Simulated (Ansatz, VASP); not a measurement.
**One calculation of Sn, two programs**

POSCAR

```
Sn
1.0
   -1.7430796737      1.7430796737      1.9704378920
    1.7430796737     -1.7430796737      1.9704378920
    1.7430796737      1.7430796737     -1.9704378920
Sn
1
Direct
    0.0000000000      0.0000000000      0.0000000000
```

INCAR.step1

```
SYSTEM = Sn
  PREC = Accurate
  ENCUT = 520
  ISMEAR = 0
  SIGMA = 0.15
  LREAL = .FALSE.
  LASPH = .TRUE.
  NELM = 80
  NBANDS = 13
  GGA = PE
  ALGO = Normal
  EDIFF = 1E-4
  LWAVE = .TRUE.
  LCHARG = .FALSE.
```

Contents of INCAR.step2:

```
SYSTEM = Sn
  PREC = Accurate
  ENCUT = 520
  EDIFF = 1E-7
  ISMEAR = 0
  SIGMA = 0.15
  LREAL = .FALSE.
  LASPH = .TRUE.
  NELM = 80
  ALGO = Normal
  ISIF = 2
  LWAVE = .FALSE.
  LCHARG = .FALSE.
  METAGGA = R2SCAN
  LMIXTAU = .TRUE.
  NBANDS = 13
  ISTART = 1
```

Contents of KPOINTS:

```
Automatic mesh
0
G
  18 18 18
  0 0 0
```

Input for Ansatz:

```yaml
crystal:
  lattice:
    - [-1.7430796737, 1.7430796737, 1.970437892]
    - [1.7430796737, -1.7430796737, 1.970437892]
    - [1.7430796737, 1.7430796737, -1.970437892]
  atoms:
    - { symbol: Sn, position: [0.0, 0.0, 0.0] }
basis:
  ecutwfc: 500
kpoints:
  mp_grid: { grid: [18, 18, 18] }
hamiltonian:
  xc: r2scan
scf:
  occupations: { method: gaussian, width: 0.15 }
output:
  forces: true
  stress: true
  eigenvalues: true
```

Change from the starting cell: strain -0.080 along x and y, +0.040 along z, atoms carried along.

Alike in both runs: task single point; functional r2SCAN; k mesh 18 × 18 × 18; occupations gaussian, width 0.15 eV; no spin polarisation.

|  | VASP | Ansatz |
| --- | --- | --- |
| version | VASP 6.6.1 | Ansatz 0.2.0 |
| potentials or method | VASP PAW PBE potentials, release 64 (Sn_d), cutoff 520 eV | scalar-relativistic, plane waves, PAW |
| valence electrons in the cell | 14 | 14 |

|  | VASP | Ansatz | Ansatz less VASP |
| --- | --- | --- | --- |
| gap on the k mesh at the Fermi level (eV) | none | none | - |
| pressure (GPa) | 8.6 | 8.6 | -0.06 |
| traceless stress, the component that is largest in VASP (GPa) | -0.59 | -0.58 | +0.008 |

VASP's potentials were made for PBE, not for r2SCAN. A gap of «none» marks a metal or a gap that the smearing closes. The functional is the same, so the differences come from potentials, cutoffs and numerics.
